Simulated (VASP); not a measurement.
Here is a VASP 6.6.1 calculation.

The input INCAR:

```
SYSTEM = V
PREC = Accurate
ENCUT = 500
EDIFF = 1E-6
ISMEAR = -1
SIGMA = 0.1
LREAL = .FALSE.
LASPH = .TRUE.
NELM = 200
ALGO = Normal
ISIF = 2
LWAVE = .FALSE.
LCHARG = .FALSE.
ISPIN = 2
MAGMOM = 0.5 0.5
LORBIT = 11
LMAXMIX = 4
GGA = PE
NBANDS = 24
GGA_COMPAT = .FALSE.
```

KPOINTS

```
regular mesh
0
G
  6 6 6
  0 0 0
```

Contents of POSCAR:

```
V
1.0
    3.0306120000      0.0049630000     -0.0190020000
    0.0049630000      3.0490800000      0.0153370000
   -0.0190020000      0.0153370000      3.0598970000
V
2
Direct
    0.9836450000      0.9811090000      0.0038950000
    0.5096580000      0.5118220000      0.4900830000
```

Potentials or basis: VASP PAW PBE potentials, release 64 (V_sv).

Command:

```sh
$ cat potpaw_PBE.64/V_sv/POTCAR > POTCAR
$ mpirun -np 1 vasp_std > vasp.out
```

**Question.** Estimate the band gap on the k mesh.

**Answer.** Zero (filled and empty bands overlap).

**Question.** Estimate the pressure.

**Answer.** -6.7 GPa.

Stress tensor (GPa, compression positive):
```
-6.28  0.00  0.28
 0.00 -7.07 -0.18
 0.28 -0.18 -6.81
```
